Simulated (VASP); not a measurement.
Wanted: the native input for a VASP 6.6.1 run.

* Task: single point
* Functional: RPBE
* Potentials or basis: VASP PAW PBE potentials, release 64 (Co)
* Cutoff: 520 eV
* k mesh: 12 × 12 × 12
* Occupations: fermi-dirac, width 0.1 eV
* Spin: no spin polarisation
* Dipole correction: no
* Further INCAR settings: ALGO = Normal; EDIFF = 1e-06; NBANDS = 16

The structure of Co lies in POSCAR:

```
Co
1.0
    0.0000000000      2.5820897576      2.5820897576
    2.5820897576      0.0000000000      2.5820897576
    2.5820897576      2.5820897576      0.0000000000
Co
2
Direct
    0.1250000000      0.1250000000      0.1250000000
    0.8750000000      0.8750000000      0.8750000000
```

This cell differs from its parent crystal: volume scaled by 1.12.

The input as run:

INCAR

```
PREC = Accurate
ENCUT = 520
EDIFF = 1E-6
ISMEAR = -1
SIGMA = 0.1
LREAL = False
LASPH = True
NELM = 80
ALGO = Normal
ISIF = 2
LWAVE = False
LCHARG = False
GGA = RP
NBANDS = 16
```

KPOINTS

```
Automatic mesh
0
Gamma
  12 12 12
```

Potentials or basis: VASP PAW PBE potentials, release 64 (Co).

Command:

```sh
$ cat potpaw_PBE.64/Co/POTCAR > POTCAR
$ mpirun -np 1 vasp_std > vasp.out
```

Results of the run:

```
Pressure               : -10.4 GPa
Band gap on the k mesh : zero (band 9 reaches 5.29 eV, above the bottom of band 10 at 4.70 eV)
```

Caveat: the PAW data sets were made with another functional, which shifts forces and pressure a little; the run has no spin polarisation, though such a crystal can be magnetic.

Run time: 53 s on 1 thread of AMD EPYC 7R13, on a shared host, peak memory 0.14 GiB.
